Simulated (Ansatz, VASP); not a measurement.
## Ge in VASP and in Ansatz

```
Ge
1.0
     2.06557    1.19256    6.51194
    -2.06557    1.19256    6.51194
     0.00000   -2.38512    6.51194
Ge
4
Direct
  0.93203 0.93203 0.93203
  0.22263 0.22263 0.22263
  0.77737 0.77737 0.77737
  0.06797 0.06797 0.06797
```

Alike in both runs: functional PBE; k mesh 12 × 12 × 12; occupations gaussian, width 0.1 eV; no spin polarisation.

Ansatz relaxed the structure, and its values are those at the end. VASP's run is a single point on that final structure, the one shown.

```csv
,VASP,Ansatz
version,VASP 6.6.1,Ansatz 0.2.0
potentials or method,"VASP PAW PBE potentials, release 64 (Ge_d), cutoff 520 eV","scalar-relativistic, plane waves, PAW"
valence electrons in the cell,56,56
```

```tsv
	VASP	Ansatz	Ansatz less VASP
gap on the k mesh at the Fermi level (eV)	none	none	-
pressure (GPa)	-0.1	0.0	+0.03
```

A gap of «none» marks a metal or a gap that the smearing closes.
